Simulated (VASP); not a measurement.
# TePb (Pm-3m) in VASP: further runs

The runs below take TePb through single point, with PBE.

Everything below comes from runs of VASP 6.6.1. Logs are shortened: lines on timing, memory, paths and dates and some standing lists are left out, and cuts for length are marked.

## (1) The cell of the first run

The structure is cubic, space group Pm-3m (No. 221). The conventional cell has a = 4.030 Å, b = 4.030 Å, c = 4.030 Å, α = 90.00°, β = 90.00°, γ = 90.00°. Pb (site symmetry m-3m) has 8 Te at 3.49 Å and 6 Pb at 4.03 Å within 4.6 Å. Te (site symmetry m-3m) has 8 Pb at 3.49 Å and 6 Te at 4.03 Å within 4.6 Å.

## (2) Single point, PBE

Input file INCAR:

```
SYSTEM = TePb
PREC = Accurate
ENCUT = 500
EDIFF = 1E-6
ISMEAR = 0
SIGMA = 0.05
LREAL = .FALSE.
LASPH = .TRUE.
NELM = 120
ALGO = Normal
ISIF = 2
LWAVE = .FALSE.
LCHARG = .FALSE.
GGA = PE
NBANDS = 17
GGA_COMPAT = .FALSE.
```

Input file KPOINTS:

```
regular mesh
0
G
  4 4 4
  0 0 0
```

Input file POSCAR:

```
TePb
1.0
    4.0303167614      0.0000000000      0.0000000000
    0.0000000000      4.0303167614      0.0000000000
    0.0000000000      0.0000000000      4.0303167614
Pb Te
1 1
Direct
    0.0000000000      0.0000000000      0.0000000000
    0.5000000000      0.5000000000      0.5000000000
```

Potentials or basis: VASP PAW PBE potentials, release 64 (Pb_d, Te).

Launch:

```bash
$ cat potpaw_PBE.64/Pb_d/POTCAR potpaw_PBE.64/Te/POTCAR > POTCAR
$ mpirun -np 1 vasp_std > vasp.out
```

OUTCAR:

```text
SYSTEM = TePb
   PREC = Accurate
   ENCUT = 500
   EDIFF = 1E-6
   ISMEAR = 0
   LREAL = .FALSE.
   LASPH = .TRUE.
   NELM = 120
   ISIF = 2
   GGA = PE

 ion  position               nearest neighbor table
   1  0.000  0.000  0.000-   2 3.49   2 3.49   2 3.49   2 3.49   2 3.49   2 3.49   2 3.49   2 3.49

   2  0.500  0.500  0.500-   1 3.49   1 3.49   1 3.49   1 3.49   1 3.49   1 3.49   1 3.49   1 3.49

  LATTYP: Found a simple cubic cell.
 ALAT       =     4.0303167614

  Lattice vectors:

 A1 = (   4.0303167614,   0.0000000000,   0.0000000000)
 A2 = (   0.0000000000,   4.0303167614,   0.0000000000)
 A3 = (   0.0000000000,   0.0000000000,   4.0303167614)

Analysis of symmetry for initial positions (statically):
=====================================================================
 Subroutine PRICEL returns:
 Original cell was already a primitive cell.

 Routine SETGRP: Setting up the symmetry group for a
 simple cubic supercell.

 Subroutine GETGRP returns: Found 48 space group operations
 (whereof 48 operations were pure point group operations)
 out of a pool of 48 trial point group operations.

The static configuration has the point symmetry O_h .

Analysis of symmetry for dynamics (positions and initial velocities):
=====================================================================
 Subroutine PRICEL returns:
 Original cell was already a primitive cell.

 Routine SETGRP: Setting up the symmetry group for a
 simple cubic supercell.

 Subroutine GETGRP returns: Found 48 space group operations
 (whereof 48 operations were pure point group operations)
 out of a pool of 48 trial point group operations.

The dynamic configuration has the point symmetry O_h .

 Subroutine INISYM returns: Found 48 space group operations
 (whereof 48 operations are pure point group operations),
 and found     1 'primitive' translations

----------------------------------------------------------------------------------------

                                     Primitive cell

  volume of cell :      65.4663

  direct lattice vectors                    reciprocal lattice vectors
     4.030316761  0.000000000  0.000000000     0.248119455  0.000000000  0.000000000
     0.000000000  4.030316761  0.000000000     0.000000000  0.248119455  0.000000000
     0.000000000  0.000000000  4.030316761     0.000000000  0.000000000  0.248119455

  length of vectors
     4.030316761  4.030316761  4.030316761     0.248119455  0.248119455  0.248119455

  position of ions in fractional coordinates (direct lattice)
     0.000000000  0.000000000  0.000000000
     0.500000000  0.500000000  0.500000000

  ion indices of the primitive-cell ions
   primitive index   ion index
                 1           1
                 2           2

----------------------------------------------------------------------------------------

 KPOINTS: regular mesh

Automatic generation of k-mesh.
 Grid dimensions read from file:
 generate k-points for:    4    4    4

 Generating k-lattice:

  Cartesian coordinates                     Fractional coordinates (reciprocal lattice)
     0.062029864  0.000000000  0.000000000     0.250000000  0.000000000  0.000000000
     0.000000000  0.062029864  0.000000000     0.000000000  0.250000000  0.000000000
     0.000000000  0.000000000  0.062029864     0.000000000  0.000000000  0.250000000

  Length of vectors
     0.062029864  0.062029864  0.062029864

  Shift w.r.t. Gamma in fractional coordinates (k-lattice)
     0.000000000  0.000000000  0.000000000

 Subroutine IBZKPT returns following result:
 ===========================================

 Found     10 irreducible k-points:

 Following reciprocal coordinates:
            Coordinates               Weight
  0.000000  0.000000  0.000000      1.000000
  0.250000  0.000000  0.000000      6.000000
  0.500000  0.000000  0.000000      3.000000
  0.250000  0.250000  0.000000     12.000000
  0.500000  0.250000  0.000000     12.000000
  0.500000  0.500000  0.000000      3.000000
  0.250000  0.250000  0.250000      8.000000
  0.500000  0.250000  0.250000     12.000000
  0.500000  0.500000  0.250000      6.000000
  0.500000  0.500000  0.500000      1.000000
   k-points           NKPTS =     10   k-points in BZ     NKDIM =     10   number of bands    NBANDS=     17
   number of dos      NEDOS =    301   number of ions     NIONS =      2
   total plane-waves  NPLWV =  27000
   dimension x,y,z NGX =    30 NGY =   30 NGZ =   30
   dimension x,y,z NGXF=    60 NGYF=   60 NGZF=   60
   ions per type =               1   1
   NGX,Y,Z   is equivalent  to a cutoff of  12.37, 12.37, 12.37 a.u.
   NGXF,Y,Z  is equivalent  to a cutoff of  24.75, 24.75, 24.75 a.u.
 SYSTEM =  TePb
   PREC   = accura    normal or accurate (medium, high low for compatibility)
   ISTART =      0    job   : 0-new  1-cont  2-samecut
   ICHARG =      2    charge: 1-file 2-atom 10-const
   ISPIN  =      1    spin polarized calculation?
   LNONCOLLINEAR =      F non collinear calculations
   LSORBIT =      F    spin-orbit coupling
   LASPH  =      T    aspherical Exc in radial PAW
   ENCUT  =  500.0 eV  36.75 Ry    6.06 a.u.   7.35  7.35  7.35*2*pi/ulx,y,z
   NELM   =    120;   NELMIN=  2; NELMDL= -5     # of ELM steps
   EDIFF  = 0.1E-05   stopping-criterion for ELM
   LREAL  =      F    real-space projection
   EDIFFG = 0.1E-04   stopping-criterion for IOM
   NSW    =      0    number of steps for IOM
   IBRION =     -1    ionic relax: 0-MD 1-quasi-New 2-CG
   NFREE  =      0    steps in history (QN), initial steepest desc. (CG)
   ISIF   =      2    stress and relaxation
   ISYM   =      2    0-nonsym 1-usesym 2-fastsym
   POTIM  = 0.5000    time-step for ionic-motion
   TEBEG  =    0.0;   TEEND  =   0.0 temperature during run
   PSTRESS=    0.0 pullay stress
   NELECT =      20.0000    total number of electrons
   NUPDOWN=      -1.0000    fix difference up-down
   EMIN   =  10.00;   EMAX   =-10.00  energy-range for DOS
   EFERMI =   0.00;   METHOD = LEGACY
   ISMEAR =     0;   SIGMA  =   0.05  broadening in eV -4-tet -1-fermi 0-gaus
   EFERMI_NEDOS =   21; number of points for ismear=-14 and -15
   IALGO  =     38    algorithm
   IMIX   =      4    mixing-type and parameters
     AMIX     =   0.40;   BMIX     =  1.00
     AMIX_MAG =   1.60;   BMIX_MAG =  1.00
  volume/ion in A,a.u.               =      32.73       220.89
  Fermi-wavevector in a.u.,A,eV,Ry     =   1.102586  2.083585 16.540535  1.215695
  Thomas-Fermi vector in A             =   2.239031
   LORBIT       =      0    0 simple, 1 ext, 2 COOP (PROOUT), +10 PAW based schemes
   GGA     = PE    functional components
   LHFCALC =     F    Hartree Fock is set to
   AEXX    =    0.0000 exact exchange contribution
   IVDW    =     0    specifies the selected vdW correction
   LEPSILON=     F    determine dielectric tensor
   LRPA    =     F    only Hartree local field effects (RPA)
 non-spin polarized calculation
 Gauss-broadening in eV      SIGMA  =   0.05
  energy-cutoff  :      500.00
  volume of cell :       65.47
 maximum number of plane-waves:      1674
 NGX is ok and might be reduce to    30
   NGX = 15   NGY = 15   NGZ = 15

 number of electron      20.0000013 magnetization

 Free energy of the ion-electron system (eV)
  ---------------------------------------------------
  ext. energy  EPLUGINS =         0.00000000
  ---------------------------------------------------
  free energy    TOTEN  =        -6.93961095 eV

  energy without entropy =       -6.93432814  energy(sigma->0) =       -6.93696954

 E-fermi :   6.2876     XC(G=0):  -9.5767

 val. band max:        6.2462481778   @ k =   0.5000   0.2500   0.0000
 cond. band min:       6.3117186442   @ k =   0.5000   0.0000   0.0000
 fundamental gap:      0.0654704665
 Fermi energy:         6.2875854813

 k-point     1 :       0.0000    0.0000    0.0000
  band No.  band energies     occupation
      1     -11.0898      2.00000
      2     -11.0898      2.00000
      3     -11.0105      2.00000
      4     -11.0105      2.00000
      5     -11.0105      2.00000
      6      -5.8322      2.00000
[... 9 lines left out ...]
     16      15.8668      0.00000
     17      17.1122      0.00000

 k-point     2 :       0.2500    0.0000    0.0000
  band No.  band energies     occupation
      1     -11.0882      2.00000
      2     -11.0579      2.00000
      3     -11.0219      2.00000
      4     -11.0219      2.00000
      5     -11.0097      2.00000
      6      -5.3575      2.00000
[... 9 lines left out ...]
     16      14.8462      0.00000
     17      16.5498      0.00000

 k-point     3 :       0.5000    0.0000    0.0000
  band No.  band energies     occupation
      1     -11.0866      2.00000
      2     -11.0333      2.00000
      3     -11.0333      2.00000
      4     -11.0261      2.00000
      5     -11.0088      2.00000
      6      -4.5016      2.00000
[... 9 lines left out ...]
     16      17.5673      0.00000
     17      17.9767      0.00000

 k-point     4 :       0.2500    0.2500    0.0000
  band No.  band energies     occupation
      1     -11.0720      2.00000
      2     -11.0399      2.00000
      3     -11.0378      2.00000
      4     -11.0211      2.00000
      5     -11.0195      2.00000
      6      -4.9144      2.00000
[... 9 lines left out ...]
     16      14.0743      0.00000
     17      14.6609      0.00000

 k-point     5 :       0.5000    0.2500    0.0000
  band No.  band energies     occupation
      1     -11.0666      2.00000
      2     -11.0535      2.00000
      3     -11.0310      2.00000
      4     -11.0187      2.00000
      5     -11.0112      2.00000
      6      -4.1906      2.00000
[... 9 lines left out ...]
     16      14.9431      0.00000
     17      15.4292      0.00000

 k-point     6 :       0.5000    0.5000    0.0000
  band No.  band energies     occupation
      1     -11.0732      2.00000
      2     -11.0550      2.00000
      3     -11.0286      2.00000
      4     -11.0286      2.00000
      5     -10.9878      2.00000
      6      -3.8097      2.00000
[... 9 lines left out ...]
     16      13.7760      0.00000
     17      13.7760      0.00000

 k-point     7 :       0.2500    0.2500    0.2500
  band No.  band energies     occupation
      1     -11.0390      2.00000
      2     -11.0390      2.00000
      3     -11.0381      2.00000
      4     -11.0324      2.00000
      5     -11.0324      2.00000
      6      -4.5193      2.00000
[... 9 lines left out ...]
     16      14.4725      0.00000
     17      16.5713      0.00000

 k-point     8 :       0.5000    0.2500    0.2500
  band No.  band energies     occupation
      1     -11.0513      2.00000
      2     -11.0457      2.00000
      3     -11.0375      2.00000
      4     -11.0313      2.00000
      5     -11.0054      2.00000
      6      -3.9372      2.00000
[... 9 lines left out ...]
     16      14.8314      0.00000
     17      16.9554      0.00000

 k-point     9 :       0.5000    0.5000    0.2500
  band No.  band energies     occupation
      1     -11.0658      2.00000
      2     -11.0436      2.00000
      3     -11.0436      2.00000
      4     -11.0208      2.00000
      5     -10.9872      2.00000
      6      -3.6379      2.00000
[... 9 lines left out ...]
     16      16.7131      0.00000
     17      16.9499      0.00000

 k-point    10 :       0.5000    0.5000    0.5000
  band No.  band energies     occupation
      1     -11.0584      2.00000
      2     -11.0584      2.00000
      3     -11.0584      2.00000
      4     -10.9865      2.00000
      5     -10.9865      2.00000
      6      -3.4432      2.00000
[... 9 lines left out ...]
     16      19.5380      0.00000
     17      20.8078      0.00000

------------------------ aborting loop because EDIFF is reached ----------------------------------------

  FORCE on cell =-STRESS in cart. coord.  units (eV):
  Direction    XX          YY          ZZ          XY          YZ          ZX
  --------------------------------------------------------------------------------------
  -------------------------------------------------------------------------------------
  Total       -0.0564251     -0.0564251     -0.0564251      0.0000000      0.0000000      0.0000000
  in kB       -1.3809111     -1.3809111     -1.3809111      0.0000000      0.0000000      0.0000000
  external PRESSURE =      -1.3809111 kB  Pullay stress =       0.0000000 kB

 VOLUME and BASIS-vectors are now :
 -----------------------------------------------------------------------------
  energy-cutoff  :      500.00
  volume of cell :       65.47
      direct lattice vectors                 reciprocal lattice vectors
     4.030316761  0.000000000  0.000000000     0.248119455  0.000000000  0.000000000
     0.000000000  4.030316761  0.000000000     0.000000000  0.248119455  0.000000000
     0.000000000  0.000000000  4.030316761     0.000000000  0.000000000  0.248119455

 POSITION                                       TOTAL-FORCE (eV/Angst)
 -----------------------------------------------------------------------------------
      0.00000      0.00000      0.00000         0.000000      0.000000      0.000000
      2.01516      2.01516      2.01516         0.000000      0.000000      0.000000
 -----------------------------------------------------------------------------------
    total drift:                                0.000000     -0.000000     -0.000000

  FREE ENERGIE OF THE ION-ELECTRON SYSTEM (eV)
  ---------------------------------------------------
  free  energy   TOTEN  =        -6.9396109505 eV

  energy  without entropy=       -6.9343281369  energy(sigma->0) =       -6.93696954
```

It took 22 s on 1 thread of Intel Xeon 8259CL, shared host; peak memory 0.17 GiB.

Results:

```
Free energy            : -6.9396 eV
Pressure               : -0.1 GPa
Band gap on the k mesh : zero (band 10 reaches 6.44 eV, above the bottom of band 11 at 5.15 eV)
```

Levels at points of the mesh, in eV from the Fermi level:
```
           k point  band 8  band 9  band 10  band 11  band 12  band 13
(0.00, 0.00, 0.00)   -1.62   -1.62    -1.62     3.93     3.93     4.97
(0.50, 0.00, 0.00)   -0.90   -0.22    -0.22     0.02     2.13     2.13
(0.50, 0.50, 0.00)   -4.38   -4.38     0.16     3.26     3.51     3.51
(0.50, 0.50, 0.50)   -2.48   -2.48    -2.48    -1.14    -1.14    -1.14
```

Caveat: the k points lie up to 0.39 Å⁻¹ apart; spin-orbit coupling is left out, which moves the levels of the heavy elements.

## (3) Single point, PBE

This run uses another cell than the first one, of 35.03 Å³/atom, 1.070 times its volume.

Input file INCAR:

```
ALGO = Normal ; EDIFF = 1E-6
ENCUT = 500 ; GGA = PE
GGA_COMPAT = False ; ISIF = 2
ISMEAR = 0 ; LASPH = True
LCHARG = True ; LELF = True
LREAL = False ; LVHAR = True
LWAVE = False ; NBANDS = 17
NELM = 120 ; PREC = Accurate
SIGMA = 0.05
```

Input file KPOINTS:

```
k-points
0
Gamma
  4 4 4
```

Input file POSCAR:

```
TePb
1.0
    4.1222809220      0.0000000000      0.0000000000
    0.0000000000      4.1222809220      0.0000000000
    0.0000000000      0.0000000000      4.1222809220
Pb Te
1 1
Direct
    0.0000000000      0.0000000000      0.0000000000
    0.5000000000      0.5000000000      0.5000000000
```

Potentials or basis: VASP PAW PBE potentials, release 64 (Pb_d, Te).

Launch:

```bash
$ cat potpaw_PBE.64/Pb_d/POTCAR potpaw_PBE.64/Te/POTCAR > POTCAR
$ mpirun -np 1 vasp_std > vasp.out
```

It took 25 s on 1 thread of Intel Xeon 8259CL, shared host; peak memory 0.17 GiB.

Results (log left out):

```yaml
Free_energy: -6.9032 eV
Pressure: -2.4 GPa
Band_gap_on_the_k_mesh: zero (band 10 reaches 5.67 eV, above the bottom of band 11 at 4.61 eV)
```

Levels at points of the mesh, in eV from the Fermi level:
| k point | band 8 | band 9 | band 10 | band 11 | band 12 | band 13 |
| --- | --- | --- | --- | --- | --- | --- |
| (0.00, 0.00, 0.00) | -1.45 | -1.45 | -1.45 | 4.05 | 4.05 | 4.58 |
| (0.50, 0.00, 0.00) | -0.98 | -0.20 | -0.20 | -0.01 | 2.09 | 2.09 |
| (0.50, 0.50, 0.00) | -4.00 | -4.00 | 0.15 | 3.09 | 3.32 | 3.32 |
| (0.50, 0.50, 0.50) | -2.25 | -2.25 | -2.25 | -0.92 | -0.92 | -0.92 |

Caveat: the k points lie up to 0.38 Å⁻¹ apart; spin-orbit coupling is left out, which moves the levels of the heavy elements.

[end of part 1 of 2]
